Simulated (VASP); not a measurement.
# WS2 (R3m) in VASP: notebook, part 2 of 2

VASP 6.6.1.

**3. Single point, PBE**

Input file INCAR:

```
ALGO = Normal
EDIFF = 1E-6
ENCUT = 520
GGA = PE
ISIF = 2
ISMEAR = 0
LASPH = T
LCHARG = F
LREAL = F
LWAVE = F
NBANDS = 20
NELM = 60
PREC = Accurate
SIGMA = 0.01
```

Input file KPOINTS:

```
k-points
0
Gamma
  8 8 8
```

Input file POSCAR:

```
WS2
1.0
    1.5858866948      0.9156121101      6.2374697496
   -1.5858866948      0.9156121101      6.2374697496
    0.0000000000     -1.8312242203      6.2374697496
W S
1 2
Direct
   -0.0000115685     -0.0000115685     -0.0000115685
    0.4167981689      0.4167981689      0.4167981689
    0.2498800663      0.2498800663      0.2498800663
```

Potentials or basis: VASP PAW PBE potentials, release 64 (W_sv, S).

The run is started by

```sh
cat potpaw_PBE.64/W_sv/POTCAR potpaw_PBE.64/S/POTCAR > POTCAR
mpirun -np 1 vasp_std > vasp.out
```

OUTCAR:

```text
EDIFF = 1E-6
   ENCUT = 520
   GGA = PE
   ISIF = 2
   ISMEAR = 0
   LASPH = T
   LREAL = F
   NELM = 60
   PREC = Accurate

 ion  position               nearest neighbor table
   1  1.000  1.000  1.000-   3 2.41   3 2.41   3 2.41   2 2.41   2 2.41   2 2.41
   2  0.417  0.417  0.417-   1 2.41   1 2.41   1 2.41
   3  0.250  0.250  0.250-   1 2.41   1 2.41   1 2.41

  LATTYP: Found a trigonal (rhomboedric) cell.
 ALAT       =     6.5007238845
 COS(alpha) =     0.8809715257

  Lattice vectors:

 A1 = (   1.5858866948,   0.9156121101,   6.2374697496)
 A2 = (  -1.5858866948,   0.9156121101,   6.2374697496)
 A3 = (   0.0000000000,  -1.8312242203,   6.2374697496)

Analysis of symmetry for initial positions (statically):
=====================================================================
 Subroutine PRICEL returns:
 Original cell was already a primitive cell.

 Routine SETGRP: Setting up the symmetry group for a
 trigonal (rhombohedral) supercell.

 Subroutine GETGRP returns: Found  6 space group operations
 (whereof  6 operations were pure point group operations)
 out of a pool of 12 trial point group operations.

The static configuration has the point symmetry C_3v.

Analysis of symmetry for dynamics (positions and initial velocities):
=====================================================================
 Subroutine PRICEL returns:
 Original cell was already a primitive cell.

 Routine SETGRP: Setting up the symmetry group for a
 trigonal (rhombohedral) supercell.

 Subroutine GETGRP returns: Found  6 space group operations
 (whereof  6 operations were pure point group operations)
 out of a pool of 12 trial point group operations.

The dynamic configuration has the point symmetry C_3v.

 Subroutine INISYM returns: Found  6 space group operations
 (whereof  6 operations are pure point group operations),
[... 113 lines left out ...]
   ISMEAR =     0;   SIGMA  =   0.01  broadening in eV -4-tet -1-fermi 0-gaus
   EFERMI_NEDOS =   21; number of points for ismear=-14 and -15
   IALGO  =     38    algorithm
   IMIX   =      4    mixing-type and parameters
     AMIX     =   0.40;   BMIX     =  1.00
     AMIX_MAG =   1.60;   BMIX_MAG =  1.00
  volume/ion in A,a.u.               =      18.11       122.24
  Fermi-wavevector in a.u.,A,eV,Ry     =   1.280417  2.419638 22.306318  1.639468
  Thomas-Fermi vector in A             =   2.412846
   LORBIT       =      0    0 simple, 1 ext, 2 COOP (PROOUT), +10 PAW based schemes
   GGA     = PE    functional components
   LHFCALC =     F    Hartree Fock is set to
   AEXX    =    0.0000 exact exchange contribution
   IVDW    =     0    specifies the selected vdW correction
   LEPSILON=     F    determine dielectric tensor
   LRPA    =     F    only Hartree local field effects (RPA)
 non-spin polarized calculation
 Gauss-broadening in eV      SIGMA  =   0.01
  energy-cutoff  :      520.00
  volume of cell :       54.34
 maximum number of plane-waves:      1476
   NGX = 25   NGY = 25   NGZ = 25

 number of electron      26.0000002 magnetization

 Free energy of the ion-electron system (eV)
  ---------------------------------------------------
  ext. energy  EPLUGINS =         0.00000000
  ---------------------------------------------------
  free energy    TOTEN  =       -23.63247235 eV

  energy without entropy =      -23.63247235  energy(sigma->0) =      -23.63247235

 E-fermi :   7.5162     XC(G=0): -10.8101

 val. band max:        7.2209573750   @ k =   0.5000   0.5000   0.5000
 cond. band min:       8.4580060418   @ k =  -0.2500   0.1250   0.0000
 fundamental gap:      1.2370486667
 Fermi energy:         7.5162472761

 k-point     1 :       0.0000    0.0000    0.0000
  band No.  band energies     occupation
      1     -67.4145      2.00000
      2     -31.6631      2.00000
      3     -31.5040      2.00000
      4     -31.5040      2.00000
      5      -8.3488      2.00000
      6      -6.4095      2.00000
[... 541 lines left out ...]
     19      15.5622      0.00000
     20      15.8086      0.00000

 [... further k-points ...]

------------------------ aborting loop because EDIFF is reached ----------------------------------------

  FORCE on cell =-STRESS in cart. coord.  units (eV):
  Direction    XX          YY          ZZ          XY          YZ          ZX
  --------------------------------------------------------------------------------------
  -------------------------------------------------------------------------------------
  Total        0.9431186      0.9431186      1.4002477      0.0000000     -0.0000000     -0.0000000
  in kB       27.8056792     27.8056792     41.2830786      0.0000000     -0.0000000     -0.0000000
  external PRESSURE =      32.2981457 kB  Pullay stress =       0.0000000 kB

 VOLUME and BASIS-vectors are now :
 -----------------------------------------------------------------------------
  energy-cutoff  :      520.00
  volume of cell :       54.34
      direct lattice vectors                 reciprocal lattice vectors
     1.585886695  0.915612110  6.237469750     0.315281036  0.182027591  0.053440473
    -1.585886695  0.915612110  6.237469750    -0.315281036  0.182027591  0.053440473
     0.000000000 -1.831224220  6.237469750     0.000000000 -0.364055182  0.053440473

 POSITION                                       TOTAL-FORCE (eV/Angst)
 -----------------------------------------------------------------------------------
      0.00000     -0.00000     18.71219         0.000000     -0.000000      0.001549
      0.00000     -0.00000      7.79930         0.000000     -0.000000      0.195714
      0.00000     -0.00000      4.67586         0.000000      0.000000     -0.197264
 -----------------------------------------------------------------------------------
    total drift:                                0.000000     -0.000000     -0.000016

  FREE ENERGIE OF THE ION-ELECTRON SYSTEM (eV)
  ---------------------------------------------------
  free  energy   TOTEN  =       -23.6324723480 eV

  energy  without entropy=      -23.6324723480  energy(sigma->0) =      -23.63247235
```

Wall time 5 min (1 thread of Intel Xeon 8259CL, shared host); peak memory 0.34 GiB.

What came out:

```
Free energy            : -23.6325 eV
Pressure               : 3.2 GPa
Largest force          : 0.197 eV/Å
Band gap on the k mesh : 1.24 eV (least direct gap 2.26 eV)
```

Forces on the atoms (eV/Å):
```
W    0.000  0.000  0.002
S    0.000  0.000  0.196
S    0.000  0.000 -0.197
```

Caveat: the cell stands under pressure; spin-orbit coupling is left out, which moves the levels of the heavy elements. A k mesh can miss the band edges.

**4. Single point, r2SCAN**

POSCAR is that of step 3.

Input file INCAR.step1:

```
PREC     = Accurate       # precision mode
ENCUT    = 520            # plane-wave cutoff, eV
ISMEAR   = 0              # smearing method
SIGMA    = 0.01           # smearing width, eV
LREAL    = False          # projectors in reciprocal space
LASPH    = True           # aspherical terms in the spheres
NELM     = 60             # most SCF steps
NBANDS   = 20             # bands
GGA      = PE             # functional
ALGO     = Normal         # electronic algorithm
EDIFF    = 1E-4           # SCF threshold, eV
LWAVE    = True           # write WAVECAR
LCHARG   = False          # write CHGCAR
```

Input file INCAR.step2:

```
PREC     = Accurate       # precision mode
ENCUT    = 520            # plane-wave cutoff, eV
EDIFF    = 1E-6           # SCF threshold, eV
ISMEAR   = 0              # smearing method
SIGMA    = 0.01           # smearing width, eV
LREAL    = False          # projectors in reciprocal space
LASPH    = True           # aspherical terms in the spheres
NELM     = 60             # most SCF steps
ALGO     = Normal         # electronic algorithm
ISIF     = 2              # what is computed and relaxed
LWAVE    = False          # write WAVECAR
LCHARG   = False          # write CHGCAR
METAGGA  = R2SCAN         # meta-GGA
LMIXTAU  = True         
NBANDS   = 20             # bands
ISTART   = 1
```

Input file KPOINTS:

```
Automatic mesh
0
Gamma
  8 8 8
```

The run is started by

```sh
cat potpaw_PBE.64/W_sv/POTCAR potpaw_PBE.64/S/POTCAR > POTCAR
cp INCAR.step1 INCAR
mpirun -np 1 vasp_std > vasp.out
cp INCAR.step2 INCAR
mpirun -np 1 vasp_std > vasp.out
```

Run time: 23 min. Hardware: 1 thread of Intel Xeon 8259CL, shared host; peak memory 0.4 GiB.

The run converged. Its results:

```yaml
Free_energy: -70.0672 eV
Pressure: 1.4 GPa
Largest_force: 0.031 eV/Å
Band_gap_on_the_k_mesh: 1.35 eV (least direct gap 2.40 eV)
```

Forces in eV/Å, atoms in the order of the input:
```
W    0.000  0.000  0.000
S    0.000  0.000 -0.030
S    0.000  0.000  0.031
```

Stress tensor (GPa, compression positive):
```
1.52 0.00 0.00
0.00 1.52 0.00
0.00 0.00 1.24
```

Levels at points of the mesh, in eV from the valence-band top:
| k point | band 9 | band 10 | band 11 | band 12 | band 13 | band 14 | band 15 | band 16 | band 17 | band 18 |
| --- | --- | --- | --- | --- | --- | --- | --- | --- | --- | --- |
| (0.00, 0.00, 0.00) | -3.72 | -2.45 | -2.45 | -1.73 | -1.17 | 2.37 | 2.37 | 2.63 | 2.63 | 5.17 |
| (0.50, 0.00, 0.00) | -5.49 | -4.35 | -2.72 | -2.01 | -1.76 | 2.39 | 2.73 | 3.92 | 4.10 | 4.76 |
| (0.50, 0.50, 0.00) | -5.20 | -4.28 | -3.27 | -2.18 | -1.61 | 2.35 | 2.87 | 3.50 | 4.55 | 5.32 |
| (0.50, 0.50, 0.50) | -3.73 | -3.73 | -2.42 | -2.42 | 0.00 | 2.45 | 2.45 | 2.51 | 2.51 | 5.38 |

Caveat: the PAW data sets were made with another functional, which shifts forces and pressure a little; spin-orbit coupling is left out, which moves the levels of the heavy elements.
